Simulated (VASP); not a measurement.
# Fe (Im-3m) in VASP: further runs

The runs below take Fe through single point, with PBE.

All numbers are computed with VASP 6.6.1; they aren't measurements. Logs are shortened: lines on timing, memory, paths and dates and some standing lists are left out, and cuts for length are marked.

## Step 1: The cell of the first run

Symmetry: Im-3m, No. 229, cubic system. Conventional cell: a = 2.833 Å, b = 2.833 Å, c = 2.833 Å, α = 90.00°, β = 90.00°, γ = 90.00°. Within 3.2 Å of Fe (site symmetry m-3m) lie 14 Fe at 2.45 to 2.83 Å.

## Step 2: Single point, PBE, collinear spin, ferromagnetic start

Contents of INCAR:

```
SYSTEM = Fe
PREC = Accurate
ENCUT = 520
EDIFF = 1E-6
ISMEAR = -1
SIGMA = 0.01
LREAL = .False.
LASPH = .True.
NELM = 150
ALGO = Normal
ISIF = 2
LWAVE = .False.
LCHARG = .True.
ISPIN = 2
MAGMOM = 2.208
LORBIT = 11
LMAXMIX = 4
GGA = PE
LELF = .True.
LVHAR = .True.
NBANDS = 14
```

Contents of KPOINTS:

```
regular mesh
0
Gamma
  15 15 15
  0 0 0
```

Contents of POSCAR:

```
Fe
1.0
   -1.4163059769      1.4163059769      1.4163059769
    1.4163059769     -1.4163059769      1.4163059769
    1.4163059769      1.4163059769     -1.4163059769
Fe
1
Direct
    0.0000000000      0.0000000000      0.0000000000
```

Potentials or basis: VASP PAW PBE potentials, release 64 (Fe).

On the command line:

```sh
$ cat potpaw_PBE.64/Fe/POTCAR > POTCAR
$ mpirun -np 1 vasp_std > vasp.out
```

OUTCAR:

```text
SYSTEM = Fe
   PREC = Accurate
   ENCUT = 520
   EDIFF = 1E-6
   ISMEAR = -1
   LREAL = .False.
   LASPH = .True.
   NELM = 150
   ISIF = 2
   ISPIN = 2
   LORBIT = 11
   GGA = PE

 ion  position               nearest neighbor table
   1  0.000  0.000  0.000-

  LATTYP: Found a body centered cubic cell.
 ALAT       =     2.8326119538

  Lattice vectors:

 A1 = (  -1.4163059769,   1.4163059769,   1.4163059769)
 A2 = (   1.4163059769,  -1.4163059769,   1.4163059769)
 A3 = (   1.4163059769,   1.4163059769,  -1.4163059769)

Analysis of symmetry for initial positions (statically):
=====================================================================
 Subroutine PRICEL returns:
 Original cell was already a primitive cell.

 Routine SETGRP: Setting up the symmetry group for a
 body centered cubic supercell.

 Subroutine GETGRP returns: Found 48 space group operations
 (whereof 48 operations were pure point group operations)
 out of a pool of 48 trial point group operations.

The static configuration has the point symmetry O_h .

Analysis of symmetry for dynamics (positions and initial velocities):
=====================================================================
 Subroutine PRICEL returns:
 Original cell was already a primitive cell.

 Routine SETGRP: Setting up the symmetry group for a
 body centered cubic supercell.

 Subroutine GETGRP returns: Found 48 space group operations
 (whereof 48 operations were pure point group operations)
 out of a pool of 48 trial point group operations.

The dynamic configuration has the point symmetry O_h .

Analysis of structural, dynamic, and magnetic symmetry:
=====================================================================
 Subroutine PRICEL returns:
 Original cell was already a primitive cell.

 Routine SETGRP: Setting up the symmetry group for a
 body centered cubic supercell.

 Subroutine GETGRP returns: Found 48 space group operations
 (whereof 48 operations were pure point group operations)
 out of a pool of 48 trial point group operations.

The overall configuration has the point symmetry O_h .

 Subroutine INISYM returns: Found 48 space group operations
 (whereof 48 operations are pure point group operations),
 and found     1 'primitive' translations

----------------------------------------------------------------------------------------

                                     Primitive cell

  volume of cell :      11.3640

  direct lattice vectors                    reciprocal lattice vectors
    -1.416305977  1.416305977  1.416305977     0.000000000  0.353031060  0.353031060
     1.416305977 -1.416305977  1.416305977     0.353031060  0.000000000  0.353031060
     1.416305977  1.416305977 -1.416305977     0.353031060  0.353031060  0.000000000
[... 124 lines left out ...]
  ---------------------------------------------------
  free energy    TOTEN  =        -8.24342527 eV

  energy without entropy =       -8.24301329  energy(sigma->0) =       -8.24321928

 E-fermi :   5.8330     XC(G=0): -13.1159

 val. band max:        5.8320920412   @ k =  -0.3333   0.3333   0.1333
 cond. band min:       5.8377184410   @ k =  -0.4000   0.4000   0.1333
 fundamental gap:      0.0056263999
 Fermi energy:         5.8330077631

 spin component 1

 k-point     1 :       0.0000    0.0000    0.0000
  band No.  band energies     occupation
      1      -2.6026      1.00000
      2       3.5137      1.00000
      3       3.5137      1.00000
      4       3.5137      1.00000
      5       4.7252      1.00000
      6       4.7252      1.00000
      7      30.8500      0.00000
      8      30.8500      0.00000
      9      30.8500      0.00000
     10      35.9321      0.00000
     11      35.9321      0.00000
     12      38.2249      0.00000
     13      38.2249      0.00000
     14      38.2249      0.00000
[... 379 lines left out ...]
      3       3.5230      1.00000
      4       4.7867      1.00000
      5       5.2842      1.00000
      6       9.6883      0.00000
      7      13.3664      0.00000
      8      18.5661      0.00000
      9      25.0518      0.00000
     10      32.0526      0.00000
     11      36.7006      0.00000
     12      39.8197      0.00000
     13      43.8178      0.00000
     14      49.8133      0.00000

 [... further k-points ...]

 spin component 2

 k-point     1 :       0.0000    0.0000    0.0000
  band No.  band energies     occupation
      1      -2.4517      1.00000
      2       5.4214      1.00000
      3       5.4216      1.00000
      4       5.4216      1.00000
      5       7.4709      0.00000
      6       7.4711      0.00000
      7      30.5797      0.00000
      8      30.5797      0.00000
      9      30.5797      0.00000
     10      36.1064      0.00000
     11      36.1064      0.00000
     12      38.8699      0.00000
     13      38.8699      0.00000
     14      38.8699      0.00000
[... 379 lines left out ...]
      3       4.9063      1.00000
      4       7.2909      0.00000
      5       7.7759      0.00000
      6      10.9012      0.00000
      7      14.5813      0.00000
      8      19.2074      0.00000
      9      25.5125      0.00000
     10      32.2853      0.00000
     11      36.7862      0.00000
     12      40.3138      0.00000
     13      44.6557      0.00000
     14      49.7513      0.00000

 [... further k-points ...]

------------------------ aborting loop because EDIFF is reached ----------------------------------------

  FORCE on cell =-STRESS in cart. coord.  units (eV):
  Direction    XX          YY          ZZ          XY          YZ          ZX
  --------------------------------------------------------------------------------------
  -------------------------------------------------------------------------------------
  Total       -0.0480504     -0.0480504     -0.0480504      0.0000000      0.0000000      0.0000000
  in kB       -6.7744820     -6.7744820     -6.7744820      0.0000000      0.0000000      0.0000000
  external PRESSURE =      -6.7744820 kB  Pullay stress =       0.0000000 kB

 VOLUME and BASIS-vectors are now :
 -----------------------------------------------------------------------------
  energy-cutoff  :      520.00
  volume of cell :       11.36
      direct lattice vectors                 reciprocal lattice vectors
    -1.416305977  1.416305977  1.416305977     0.000000000  0.353031060  0.353031060
     1.416305977 -1.416305977  1.416305977     0.353031060  0.000000000  0.353031060
     1.416305977  1.416305977 -1.416305977     0.353031060  0.353031060  0.000000000

 POSITION                                       TOTAL-FORCE (eV/Angst)
 -----------------------------------------------------------------------------------
      0.00000      0.00000      0.00000         0.000000      0.000000     -0.000000
 -----------------------------------------------------------------------------------
    total drift:                                0.000000      0.000000      0.000000

  FREE ENERGIE OF THE ION-ELECTRON SYSTEM (eV)
  ---------------------------------------------------
  free  energy   TOTEN  =        -8.2434252748 eV

  energy  without entropy=       -8.2430132853  energy(sigma->0) =       -8.24321928

 total charge

# of ion       s       p       d       tot
------------------------------------------
    1        0.486   0.543   6.238   7.267

 magnetization (x)

# of ion       s       p       d       tot
------------------------------------------
    1       -0.014  -0.061   2.255   2.181
```

OSZICAR:

```text
N       E                     dE             d eps       ncg     rms          rms(c)
DAV:   1     0.211239090508E+02    0.21124E+02   -0.38598E+03  7478   0.697E+02
DAV:   2    -0.841378988339E+01   -0.29538E+02   -0.27188E+02  7344   0.128E+02
DAV:   3    -0.928171216954E+01   -0.86792E+00   -0.86198E+00  8184   0.226E+01
DAV:   4    -0.928448017250E+01   -0.27680E-02   -0.27677E-02  7752   0.115E+00
DAV:   5    -0.928449352512E+01   -0.13353E-04   -0.13353E-04  8256   0.812E-02    0.114E+01
DAV:   6    -0.833156227857E+01    0.95293E+00   -0.10564E+01  8490   0.376E+01    0.545E+00
DAV:   7    -0.825444256998E+01    0.77120E-01   -0.71321E-01  8310   0.939E+00    0.329E+00
DAV:   8    -0.825030955608E+01    0.41330E-02   -0.11718E-02  8212   0.633E-01    0.149E+00
DAV:   9    -0.824279377406E+01    0.75158E-02   -0.13487E-02  8962   0.671E-01    0.433E-01
DAV:  10    -0.824336880248E+01   -0.57503E-03   -0.11591E-03  7854   0.283E-01    0.944E-02
DAV:  11    -0.824342555864E+01   -0.56756E-04   -0.41600E-04  8574   0.152E-01    0.414E-02
DAV:  12    -0.824342527476E+01    0.28388E-06   -0.46973E-06  7840   0.214E-02
   1 F= -.82434253E+01 E0= -.82432193E+01  d E =-.411989E-03  mag=     2.1816
```

stdout:

```text
POSCAR found type information on POSCAR Fe
 POSCAR found :  1 types and       1 ions
 scaLAPACK will be used
 LDA part: xc-table for (Slater+PW92), standard interpolation
 POSCAR, INCAR and KPOINTS ok, starting setup
 FFT: planning ... GRIDC
 FFT: planning ... GRID_SOFT
 FFT: planning ... GRID
 WAVECAR not read
 entering main loop
```

It took 18 s on 1 thread of Intel Xeon Platinum 8559C (Emerald Rapids), shared host; peak memory 0.14 GiB.

What came out:

- Free energy: -8.2434 eV
- Pressure: -0.7 GPa
- Net moment: 2.18 μB per cell
- Site moments: Fe +2.18 μB
- Valence electrons inside the program's atomic spheres: Fe 7.27

## Step 3: Single point, PBE, collinear spin, ferromagnetic start

Contents of INCAR:

```
PREC = Accurate
ENCUT = 520
EDIFF = 1E-6
ISMEAR = -1
SIGMA = 0.03
LREAL = F
LASPH = T
NELM = 150
ALGO = Normal
ISIF = 2
LWAVE = F
LCHARG = T
ISPIN = 2
MAGMOM = 2.208
LORBIT = 11
LMAXMIX = 4
GGA = PE
LELF = T
LVHAR = T
NBANDS = 14
```

Contents of KPOINTS:

```
Automatic mesh
0
Gamma
  15 15 15
```

POSCAR is that of step 2.

Potentials or basis: VASP PAW PBE potentials, release 64 (Fe).

On the command line:

```sh
$ cat potpaw_PBE.64/Fe/POTCAR > POTCAR
$ mpirun -np 1 vasp_std > vasp.out
```

OUTCAR:

```text
PREC = Accurate
   ENCUT = 520
   EDIFF = 1E-6
   ISMEAR = -1
   LREAL = F
   LASPH = T
   NELM = 150
   ISIF = 2
   ISPIN = 2
   LORBIT = 11
   GGA = PE

 ion  position               nearest neighbor table
   1  0.000  0.000  0.000-

  LATTYP: Found a body centered cubic cell.
 ALAT       =     2.8326119538

  Lattice vectors:

 A1 = (  -1.4163059769,   1.4163059769,   1.4163059769)
 A2 = (   1.4163059769,  -1.4163059769,   1.4163059769)
 A3 = (   1.4163059769,   1.4163059769,  -1.4163059769)

Analysis of symmetry for initial positions (statically):
=====================================================================
 Subroutine PRICEL returns:
 Original cell was already a primitive cell.

 Routine SETGRP: Setting up the symmetry group for a
 body centered cubic supercell.

 Subroutine GETGRP returns: Found 48 space group operations
 (whereof 48 operations were pure point group operations)
 out of a pool of 48 trial point group operations.

The static configuration has the point symmetry O_h .

Analysis of symmetry for dynamics (positions and initial velocities):
[... 605 lines left out ...]
     13      38.8744      0.00000
     14      38.8744      0.00000
[... 379 lines left out ...]
      3       4.9106      1.00000
      4       7.2977      0.00000
      5       7.7828      0.00000
      6      10.9067      0.00000
      7      14.5868      0.00000
      8      19.2113      0.00000
      9      25.5158      0.00000
     10      32.2880      0.00000
     11      36.7883      0.00000
     12      40.3170      0.00000
     13      44.6599      0.00000
     14      49.7529      0.00000

 [... further k-points ...]

------------------------ aborting loop because EDIFF is reached ----------------------------------------

  FORCE on cell =-STRESS in cart. coord.  units (eV):
  Direction    XX          YY          ZZ          XY          YZ          ZX
  --------------------------------------------------------------------------------------
  -------------------------------------------------------------------------------------
  Total       -0.0030333     -0.0030333     -0.0030333     -0.0000000      0.0000000      0.0000000
  in kB       -0.4276562     -0.4276562     -0.4276562     -0.0000000      0.0000000      0.0000000
  external PRESSURE =      -0.4276562 kB  Pullay stress =       0.0000000 kB

 VOLUME and BASIS-vectors are now :
 -----------------------------------------------------------------------------
  energy-cutoff  :      520.00
  volume of cell :       11.36
      direct lattice vectors                 reciprocal lattice vectors
    -1.416305977  1.416305977  1.416305977     0.000000000  0.353031060  0.353031060
     1.416305977 -1.416305977  1.416305977     0.353031060  0.000000000  0.353031060
     1.416305977  1.416305977 -1.416305977     0.353031060  0.353031060  0.000000000

 POSITION                                       TOTAL-FORCE (eV/Angst)
 -----------------------------------------------------------------------------------
      0.00000      0.00000      0.00000         0.000000     -0.000000      0.000000
 -----------------------------------------------------------------------------------
    total drift:                                0.000000      0.000000      0.000000

  FREE ENERGIE OF THE ION-ELECTRON SYSTEM (eV)
  ---------------------------------------------------
  free  energy   TOTEN  =        -8.2449444596 eV

  energy  without entropy=       -8.2417262681  energy(sigma->0) =       -8.24333536

 total charge

# of ion       s       p       d       tot
------------------------------------------
    1        0.487   0.542   6.238   7.267

 magnetization (x)

# of ion       s       p       d       tot
------------------------------------------
    1       -0.014  -0.060   2.262   2.189
```

OSZICAR:

```text
N       E                     dE             d eps       ncg     rms          rms(c)
DAV:   1     0.211223919865E+02    0.21122E+02   -0.38598E+03  7478   0.697E+02
DAV:   2    -0.841479489947E+01   -0.29537E+02   -0.27188E+02  7344   0.128E+02
DAV:   3    -0.928273691440E+01   -0.86794E+00   -0.86008E+00  8184   0.225E+01
DAV:   4    -0.928550958768E+01   -0.27727E-02   -0.27724E-02  7752   0.115E+00
DAV:   5    -0.928552296313E+01   -0.13375E-04   -0.13376E-04  8256   0.813E-02    0.114E+01
DAV:   6    -0.833122137979E+01    0.95430E+00   -0.10568E+01  8490   0.376E+01    0.550E+00
DAV:   7    -0.825605458570E+01    0.75167E-01   -0.71788E-01  8310   0.941E+00    0.329E+00
DAV:   8    -0.825171937568E+01    0.43352E-02   -0.11805E-02  8212   0.631E-01    0.148E+00
DAV:   9    -0.824441896293E+01    0.73004E-02   -0.13310E-02  8972   0.659E-01    0.425E-01
DAV:  10    -0.824494261143E+01   -0.52365E-03   -0.16745E-03  7766   0.347E-01    0.103E-01
DAV:  11    -0.824494166916E+01    0.94227E-06   -0.35691E-04  8192   0.152E-01    0.416E-02
DAV:  12    -0.824494427285E+01   -0.26037E-05   -0.85791E-06  7956   0.323E-02    0.133E-02
DAV:  13    -0.824494445955E+01   -0.18670E-06   -0.39354E-06  6288   0.129E-02
   1 F= -.82449445E+01 E0= -.82433354E+01  d E =-.321819E-02  mag=     2.1893
```

It took 19 s on 1 thread of Intel Xeon Platinum 8559C (Emerald Rapids), shared host; peak memory 0.14 GiB.

Results:

| Item | Value |
| --- | --- |
| Free energy | -8.2449 eV |
| Pressure | 0.0 GPa |
| Net moment | 2.19 μB per cell |
| Site moments | Fe +2.19 μB |
| Valence electrons inside the program's atomic spheres | Fe 7.27 |

(Continued in part 2 of 2.)
